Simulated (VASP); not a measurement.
# Ti (P6_3/mmc) in VASP: a series of runs

The runs below take Ti through single point, relaxation of cell and atoms, with BLYP.

Everything below comes from runs of VASP 6.6.1. Logs are shortened: lines on timing, memory, paths and dates and some standing lists are left out, and cuts for length are marked.

## 1. The cell of the first run

The structure is hexagonal, space group P6_3/mmc (No. 194). The conventional cell has a = 2.956 Å, b = 2.956 Å, c = 9.459 Å, α = 90.00°, β = 90.00°, γ = 120.00°. Within 3.8 Å of Ti (site symmetry -3m) lie 12 Ti at 2.92 to 2.96 Å. Ti (site symmetry -6m2) has 12 Ti at 2.92 to 2.96 Å within 3.8 Å.

## 2. Single point, BLYP

Input file INCAR:

```
SYSTEM = Ti
PREC = Accurate
ENCUT = 520
EDIFF = 1E-7
ISMEAR = -1
SIGMA = 0.1
LREAL = .FALSE.
LASPH = .TRUE.
NELM = 100
ALGO = Normal
ISIF = 2
LWAVE = .FALSE.
LCHARG = .FALSE.
GGA = B5
ALDAX = 1.0
AGGAX = 1.0
AGGAC = 1.0
ALDAC = 0.0
NBANDS = 32
```

Input file KPOINTS:

```
Automatic mesh
0
G
  16 16 5
  0 0 0
```

Input file POSCAR:

```
Ti
1.0
    2.9563457804      0.0000000000      0.0000000000
   -1.4781728902      2.5602705482      0.0000000000
    0.0000000000      0.0000000000      9.4592196076
Ti
4
Direct
    1.0000000000      0.0000000000      0.0000000000
    1.0000000000      1.0000000000      0.5000000000
    0.3333333333      0.6666666667      0.2500000000
    0.6666666667      0.3333333333      0.7500000000
```

Potentials or basis: VASP PAW PBE potentials, release 64 (Ti_sv).

Run with:

```sh
$ cat potpaw_PBE.64/Ti_sv/POTCAR > POTCAR
$ mpirun -np 1 vasp_std > vasp.out
```

OUTCAR:

```text
SYSTEM = Ti
   PREC = Accurate
   ENCUT = 520
   EDIFF = 1E-7
   ISMEAR = -1
   LREAL = .FALSE.
   LASPH = .TRUE.
   NELM = 100
   ISIF = 2
   GGA = B5

 ion  position               nearest neighbor table
   1  0.000  0.000  0.000-   3 2.92   4 2.92   4 2.92   3 2.92   4 2.92   3 2.92
   2  0.000  0.000  0.500-   3 2.92   4 2.92   4 2.92   3 2.92   4 2.92   3 2.92
   3  0.333  0.667  0.250-   1 2.92   2 2.92   1 2.92   2 2.92   1 2.92   2 2.92
   4  0.667  0.333  0.750-   1 2.92   2 2.92   1 2.92   2 2.92   1 2.92   2 2.92

  LATTYP: Found a hexagonal cell.
 ALAT       =     2.9563457804
 C/A-ratio  =     3.1996323537

  Lattice vectors:

 A1 = (   2.9563457804,   0.0000000000,   0.0000000000)
 A2 = (  -1.4781728902,   2.5602705482,   0.0000000000)
 A3 = (   0.0000000000,   0.0000000000,   9.4592196076)

Analysis of symmetry for initial positions (statically):
=====================================================================
 Subroutine PRICEL returns:
 Original cell was already a primitive cell.

 Routine SETGRP: Setting up the symmetry group for a
 hexagonal supercell.

 Subroutine GETGRP returns: Found 24 space group operations
 (whereof 12 operations were pure point group operations)
 out of a pool of 24 trial point group operations.

The static configuration has the point symmetry D_3d.
 The point group associated with its full space group is D_6h.

Analysis of symmetry for dynamics (positions and initial velocities):
=====================================================================
 Subroutine PRICEL returns:
 Original cell was already a primitive cell.

 Routine SETGRP: Setting up the symmetry group for a
 hexagonal supercell.

 Subroutine GETGRP returns: Found 24 space group operations
 (whereof 12 operations were pure point group operations)
 out of a pool of 24 trial point group operations.

The dynamic configuration has the point symmetry D_3d.
 The point group associated with its full space group is D_6h.

 Subroutine INISYM returns: Found 24 space group operations
 (whereof 12 operations are pure point group operations),
 and found     1 'primitive' translations

----------------------------------------------------------------------------------------

                                     Primitive cell

  volume of cell :      71.5973

  direct lattice vectors                    reciprocal lattice vectors
     2.956345780  0.000000000  0.000000000     0.338255426  0.195291861  0.000000000
    -1.478172890  2.560270548  0.000000000     0.000000000  0.390583722  0.000000000
     0.000000000  0.000000000  9.459219608     0.000000000  0.000000000  0.105716966

  length of vectors
     2.956345780  2.956345780  9.459219608     0.390583722  0.390583722  0.105716966

  position of ions in fractional coordinates (direct lattice)
     0.000000000  0.000000000  0.000000000
     0.000000000  0.000000000  0.500000000
     0.333333333  0.666666667  0.250000000
     0.666666667  0.333333333  0.750000000

  ion indices of the primitive-cell ions
   primitive index   ion index
                 1           1
                 2           2
                 3           3
                 4           4

----------------------------------------------------------------------------------------

 KPOINTS: Automatic mesh

Automatic generation of k-mesh.
 Grid dimensions read from file:
 generate k-points for:   16   16    5

 Generating k-lattice:

  Cartesian coordinates                     Fractional coordinates (reciprocal lattice)
     0.021140964  0.012205741  0.000000000     0.062500000  0.000000000  0.000000000
     0.000000000  0.024411483  0.000000000     0.000000000  0.062500000  0.000000000
     0.000000000  0.000000000  0.021143393     0.000000000  0.000000000  0.200000000

  Length of vectors
     0.024411483  0.024411483  0.021143393

  Shift w.r.t. Gamma in fractional coordinates (k-lattice)
     0.000000000  0.000000000  0.000000000

 Subroutine IBZKPT returns following result:
 ===========================================

 Found     90 irreducible k-points:

 Following reciprocal coordinates:
            Coordinates               Weight
  0.000000  0.000000  0.000000      1.000000
  0.062500  0.000000  0.000000      6.000000
  0.125000  0.000000  0.000000      6.000000
  0.187500 -0.000000  0.000000      6.000000
  0.250000  0.000000  0.000000      6.000000
  0.312500  0.000000  0.000000      6.000000
[... 16 lines left out ...]
  0.187500  0.187500  0.000000      6.000000
  0.250000  0.187500  0.000000     12.000000
 [... further k-points ...]
   k-points           NKPTS =     90   k-points in BZ     NKDIM =     90   number of bands    NBANDS=     32
   number of dos      NEDOS =    301   number of ions     NIONS =      4
   total plane-waves  NPLWV =  40320
   dimension x,y,z NGX =    24 NGY =   24 NGZ =   70
   dimension x,y,z NGXF=    48 NGYF=   48 NGZF=  140
   ions per type =               4
   NGX,Y,Z   is equivalent  to a cutoff of  13.50, 13.50, 12.30 a.u.
   NGXF,Y,Z  is equivalent  to a cutoff of  26.99, 26.99, 24.61 a.u.
 SYSTEM =  Ti
   PREC   = accura    normal or accurate (medium, high low for compatibility)
   ISTART =      0    job   : 0-new  1-cont  2-samecut
   ICHARG =      2    charge: 1-file 2-atom 10-const
   ISPIN  =      1    spin polarized calculation?
   LNONCOLLINEAR =      F non collinear calculations
   LSORBIT =      F    spin-orbit coupling
   LASPH  =      T    aspherical Exc in radial PAW
   ENCUT  =  520.0 eV  38.22 Ry    6.18 a.u.   5.50  5.50 17.59*2*pi/ulx,y,z
   NELM   =    100;   NELMIN=  2; NELMDL= -5     # of ELM steps
   EDIFF  = 0.1E-06   stopping-criterion for ELM
   LREAL  =      F    real-space projection
   EDIFFG = 0.1E-05   stopping-criterion for IOM
   NSW    =      0    number of steps for IOM
   IBRION =     -1    ionic relax: 0-MD 1-quasi-New 2-CG
   NFREE  =      0    steps in history (QN), initial steepest desc. (CG)
   ISIF   =      2    stress and relaxation
   ISYM   =      2    0-nonsym 1-usesym 2-fastsym
   POTIM  = 0.5000    time-step for ionic-motion
   TEBEG  =    0.0;   TEEND  =   0.0 temperature during run
   PSTRESS=    0.0 pullay stress
   NELECT =      48.0000    total number of electrons
   NUPDOWN=      -1.0000    fix difference up-down
   EMIN   =  10.00;   EMAX   =-10.00  energy-range for DOS
   EFERMI =   0.00;   METHOD = LEGACY
   ISMEAR =    -1;   SIGMA  =   0.10  broadening in eV -4-tet -1-fermi 0-gaus
   EFERMI_NEDOS =   21; number of points for ismear=-14 and -15
   IALGO  =     38    algorithm
   IMIX   =      4    mixing-type and parameters
     AMIX     =   0.40;   BMIX     =  1.00
     AMIX_MAG =   1.60;   BMIX_MAG =  1.00
  volume/ion in A,a.u.               =      17.90       120.79
  Fermi-wavevector in a.u.,A,eV,Ry     =   1.432814  2.707626 27.932157  2.052956
  Thomas-Fermi vector in A             =   2.552400
   LORBIT       =      0    0 simple, 1 ext, 2 COOP (PROOUT), +10 PAW based schemes
   GGA     = B5    functional components
   LHFCALC =     F    Hartree Fock is set to
   AEXX    =    0.0000 exact exchange contribution
   IVDW    =     0    specifies the selected vdW correction
   LEPSILON=     F    determine dielectric tensor
   LRPA    =     F    only Hartree local field effects (RPA)
 non-spin polarized calculation
  energy-cutoff  :      520.00
  volume of cell :       71.60
 maximum number of plane-waves:      1973
 NGX is ok and might be reduce to    24
   NGX = 11   NGY = 11   NGZ = 35

 number of electron      48.0000004 magnetization

 Free energy of the ion-electron system (eV)
  ---------------------------------------------------
  ext. energy  EPLUGINS =         0.00000000
  ---------------------------------------------------
  free energy    TOTEN  =       -27.01355612 eV

  energy without entropy =      -26.78711977  energy(sigma->0) =      -26.90033794

 E-fermi :   8.3862     XC(G=0): -10.8253

 val. band max:        8.3788533345   @ k =   0.2500   0.1875   0.2000
 cond. band min:       8.3877441145   @ k =   0.0625   0.0000   0.0000
 fundamental gap:      0.0088907800
 Fermi energy:         8.3862476085

 k-point     1 :       0.0000    0.0000    0.0000
  band No.  band energies     occupation
      1     -48.1981      2.00000
      2     -48.1445      2.00000
      3     -48.1323      2.00000
      4     -48.0781      2.00000
      5     -24.8925      2.00000
      6     -24.5990      2.00000
[... 24 lines left out ...]
     31       9.4802      0.00004
     32       9.4802      0.00004

 k-point     2 :       0.0625    0.0000    0.0000
  band No.  band energies     occupation
      1     -48.1945      2.00000
      2     -48.1420      2.00000
      3     -48.1297      2.00000
      4     -48.0765      2.00000
      5     -24.8847      2.00000
      6     -24.6014      2.00000
[... 24 lines left out ...]
     31       9.5013      0.00003
     32       9.5446      0.00002

 k-point     3 :       0.1250    0.0000    0.0000
  band No.  band energies     occupation
      1     -48.1843      2.00000
      2     -48.1347      2.00000
      3     -48.1225      2.00000
      4     -48.0723      2.00000
      5     -24.8620      2.00000
      6     -24.6114      2.00000
[... 24 lines left out ...]
     31       9.6360      0.00001
     32       9.7320      0.00000

 k-point     4 :       0.1875   -0.0000    0.0000
  band No.  band energies     occupation
      1     -48.1686      2.00000
      2     -48.1237      2.00000
      3     -48.1116      2.00000
      4     -48.0662      2.00000
      5     -24.8265      2.00000
      6     -24.6366      2.00000
[... 24 lines left out ...]
     31       9.8687      0.00000
     32       9.9261      0.00000

 k-point     5 :       0.2500    0.0000    0.0000
  band No.  band energies     occupation
      1     -48.1494      2.00000
      2     -48.1108      2.00000
      3     -48.0987      2.00000
      4     -48.0597      2.00000
      5     -24.7830      2.00000
      6     -24.6839      2.00000
[... 584 lines left out ...]
     31      10.2888      0.00000
     32      11.2319      0.00000

 k-point    22 :       0.4375    0.1250    0.0000
  band No.  band energies     occupation
      1     -48.0860      2.00000
      2     -48.0745      2.00000
      3     -48.0625      2.00000
      4     -48.0509      2.00000
      5     -24.8418      2.00000
      6     -24.7952      2.00000
[... 24 lines left out ...]
     31      10.3315      0.00000
     32      11.4576      0.00000

 k-point    23 :       0.1875    0.1875    0.0000
  band No.  band energies     occupation
      1     -48.1243      2.00000
      2     -48.0948      2.00000
      3     -48.0828      2.00000
      4     -48.0532      2.00000
      5     -24.7326      2.00000
      6     -24.7193      2.00000
[... 24 lines left out ...]
     31      10.2181      0.00000
     32      10.6791      0.00000

 k-point    24 :       0.2500    0.1875    0.0000
  band No.  band energies     occupation
      1     -48.1067      2.00000
      2     -48.0847      2.00000
      3     -48.0726      2.00000
      4     -48.0505      2.00000
      5     -24.7690      2.00000
      6     -24.7238      2.00000
[... 24 lines left out ...]
     31      10.5021      0.00000
     32      10.5956      0.00000

 [... further k-points ...]
[... 5 lines left out ...]
  --------------------------------------------------------------------------------------
  -------------------------------------------------------------------------------------
  Total       -0.0052222     -0.0052222     -0.0125994      0.0000000      0.0000000     -0.0000000
  in kB       -0.1168614     -0.1168614     -0.2819448      0.0000000      0.0000000     -0.0000000
  external PRESSURE =      -0.1718892 kB  Pullay stress =       0.0000000 kB

 VOLUME and BASIS-vectors are now :
 -----------------------------------------------------------------------------
  energy-cutoff  :      520.00
  volume of cell :       71.60
      direct lattice vectors                 reciprocal lattice vectors
     2.956345780  0.000000000  0.000000000     0.338255426  0.195291861  0.000000000
    -1.478172890  2.560270548  0.000000000     0.000000000  0.390583722  0.000000000
     0.000000000  0.000000000  9.459219608     0.000000000  0.000000000  0.105716966

 POSITION                                       TOTAL-FORCE (eV/Angst)
 -----------------------------------------------------------------------------------
      0.00000      0.00000      0.00000         0.000000      0.000000      0.000000
      0.00000      0.00000      4.72961         0.000000      0.000000      0.000000
     -0.00000      1.70685      2.36480         0.000000     -0.000000     -0.000000
      1.47817      0.85342      7.09441        -0.000000      0.000000      0.000000
 -----------------------------------------------------------------------------------
    total drift:                               -0.000000      0.000000      0.000000

  FREE ENERGIE OF THE ION-ELECTRON SYSTEM (eV)
  ---------------------------------------------------
  free  energy   TOTEN  =       -27.0135561221 eV

  energy  without entropy=      -26.7871197657  energy(sigma->0) =      -26.90033794
```

Wall time 1.9 min (1 thread of Intel Xeon 6975P-C (Granite Rapids), shared host); peak memory 0.28 GiB.

Results:

```
Free energy            : -27.0136 eV
Pressure               : 0.0 GPa
Band gap on the k mesh : zero (bands 24 and 25 overlap by 1.04 eV)
```

Levels at points of the mesh, in eV from the Fermi level:
| k point | band 22 | band 23 | band 24 | band 25 | band 26 | band 27 |
| --- | --- | --- | --- | --- | --- | --- |
| (0.00, 0.00, 0.00) | 0.12 | 0.61 | 0.61 | 0.67 | 0.67 | 0.85 |
| (0.50, 0.00, 0.00) | -1.16 | -0.95 | -0.07 | 0.08 | 0.56 | 1.05 |

Caveat: the PAW data sets were made with another functional, which shifts forces and pressure a little.

## 3. Relaxation of cell and atoms, BLYP

This run uses another cell than the first one, of 17.66 Å³/atom.

Input file INCAR:

```
PREC = Accurate
ENCUT = 600
EDIFF = 1E-6
ISMEAR = -1
SIGMA = 0.1
LREAL = False
LASPH = True
NELM = 60
ALGO = Normal
ISIF = 3
LWAVE = False
LCHARG = False
GGA = B5
ALDAX = 1.0
AGGAX = 1.0
AGGAC = 1.0
ALDAC = 0.0
IBRION = 2
NSW = 80
EDIFFG = -0.01
```

Input file KPOINTS:

```
Automatic mesh
0
Gamma
  12 12 4
```

Input file POSCAR:

```
Ti
1.0
    2.9229395509      0.0000000000      0.0000000000
   -1.4614697754      2.5313399048      0.0000000000
    0.0000000000      0.0000000000      9.5463205732
Ti
4
Direct
    0.0000000000      0.0000000000      0.0000000000
    0.0000000000      0.0000000000      0.5000000000
    0.3333333333      0.6666666667      0.2500000000
    0.6666666667      0.3333333333      0.7500000000
```

Potentials or basis: VASP PAW PBE potentials, release 64 (Ti_sv).

Run with:

```sh
$ cat potpaw_PBE.64/Ti_sv/POTCAR > POTCAR
$ mpirun -np 1 vasp_std > vasp.out
```

OUTCAR:

```text
PREC = Accurate
   ENCUT = 600
   EDIFF = 1E-6
   ISMEAR = -1
   LREAL = False
   LASPH = True
   NELM = 60
   ISIF = 3
   GGA = B5
   IBRION = 2
   NSW = 80
   EDIFFG = -0.01

 ion  position               nearest neighbor table
   1  0.000  0.000  0.000-
   2  0.000  0.000  0.500-
   3  0.333  0.667  0.250-
   4  0.667  0.333  0.750-

  LATTYP: Found a hexagonal cell.
 ALAT       =     2.9229395509
 C/A-ratio  =     3.2660000000

  Lattice vectors:

 A1 = (   2.9229395509,   0.0000000000,   0.0000000000)
 A2 = (  -1.4614697754,   2.5313399048,   0.0000000000)
 A3 = (   0.0000000000,   0.0000000000,   9.5463205732)

Analysis of symmetry for initial positions (statically):
=====================================================================
 Subroutine PRICEL returns:
 Original cell was already a primitive cell.

 Routine SETGRP: Setting up the symmetry group for a
 hexagonal supercell.

 Subroutine GETGRP returns: Found 24 space group operations
 (whereof 12 operations were pure point group operations)
 out of a pool of 24 trial point group operations.
[... 173 lines left out ...]

  FORCE on cell =-STRESS in cart. coord.  units (eV):
  Direction    XX          YY          ZZ          XY          YZ          ZX
  --------------------------------------------------------------------------------------
  -------------------------------------------------------------------------------------
  Total        0.8766391      0.8766391      0.0962271      0.0000000      0.0000000     -0.0000000
  in kB       19.8849768     19.8849768      2.1827383      0.0000000      0.0000000     -0.0000000
  external PRESSURE =      13.9842306 kB  Pullay stress =       0.0000000 kB
[... 139 lines left out ...]
--------------------------------------- Ionic step        5  -------------------------------------------

 number of electron      48.0000002 magnetization

 Free energy of the ion-electron system (eV)
  ---------------------------------------------------
  ext. energy  EPLUGINS =         0.00000000
  ---------------------------------------------------
  free energy    TOTEN  =       -27.01194661 eV

  energy without entropy =      -26.78612964  energy(sigma->0) =      -26.89903813

 E-fermi :   8.3828     XC(G=0): -10.8242

 val. band max:        8.3636567607   @ k =   0.5000  -0.0000   0.2500
 cond. band min:       8.3842960555   @ k =   0.0833   0.0000   0.5000
 fundamental gap:      0.0206392948
 Fermi energy:         8.3827621221

 k-point     1 :       0.0000    0.0000    0.0000
  band No.  band energies     occupation
      1     -48.2017      2.00000
      2     -48.1481      2.00000
      3     -48.1361      2.00000
      4     -48.0818      2.00000
      5     -24.8964      2.00000
      6     -24.6032      2.00000
[... 733 lines left out ...]
     27       9.2158      0.00048
     28       9.2718      0.00028

 [... further k-points ...]

------------------------ aborting loop because EDIFF is reached ----------------------------------------

  FORCE on cell =-STRESS in cart. coord.  units (eV):
  Direction    XX          YY          ZZ          XY          YZ          ZX
  --------------------------------------------------------------------------------------
  -------------------------------------------------------------------------------------
  Total       -0.0242046     -0.0242046     -0.0023823     -0.0000000      0.0000000      0.0000000
  in kB       -0.5414913     -0.5414913     -0.0532951     -0.0000000      0.0000000      0.0000000
  external PRESSURE =      -0.3787592 kB  Pullay stress =       0.0000000 kB
[... 19 lines left out ...]
  FREE ENERGIE OF THE ION-ELECTRON SYSTEM (eV)
  ---------------------------------------------------
  free  energy   TOTEN  =       -27.0119466092 eV

  energy  without entropy=      -26.7861296450  energy(sigma->0) =      -26.89903813

 reached required accuracy - stopping structural energy minimisation
```

Run time: 4.8 min. Hardware: 1 thread of Intel Xeon 6975P-C (Granite Rapids), shared host; peak memory 0.26 GiB.

What came out:

- Free energy: -27.0119 eV
- Relaxed volume: 17.90 Å³/atom
- Relaxed cell: a = 2.957 Å, b = 2.957 Å, c = 9.459 Å, α = 90.00°, β = 90.00°, γ = 120.00°
- Space group after relaxing (to 0.1 Å): P6_3/mmc (No. 194)
- Energy gained by relaxing: 2.4 meV/atom
- Ionic steps: 5
- Pressure after relaxing: 0.0 GPa
- Band gap on the k mesh: zero (bands 24 and 25 overlap by 1.02 eV)

The path:
```tsv
step	energy change (eV)	largest force (eV/Å)	pressure (GPa)	volume (Å³)
1	0.0000	0.0000	1.40	70.63
2	-0.0063	0.0000	-0.87	72.22
3	-0.0070	0.0000	-0.35	71.83
4	-0.0092	0.0000	-0.17	71.71
5	-0.0096	0.0000	-0.04	71.62
```

Final structure:
```cif
data_structure
_symmetry_space_group_name_H-M 'P 1'
_symmetry_Int_Tables_number 1
_cell_length_a 2.9569
_cell_length_b 2.9569
_cell_length_c 9.4586
_cell_angle_alpha 90.000
_cell_angle_beta 90.000
_cell_angle_gamma 120.000
_cell_volume 71.62
loop_
_atom_site_label
_atom_site_type_symbol
_atom_site_fract_x
_atom_site_fract_y
_atom_site_fract_z
_atom_site_occupancy
Ti1 Ti 0.00000 0.00000 0.00000 1
Ti2 Ti 0.00000 0.00000 0.50000 1
Ti3 Ti 0.33333 0.66667 0.25000 1
Ti4 Ti 0.66667 0.33333 0.75000 1
```

Caveat: the PAW data sets were made with another functional, which shifts forces and pressure a little.

(Continued in part 2 of 2.)
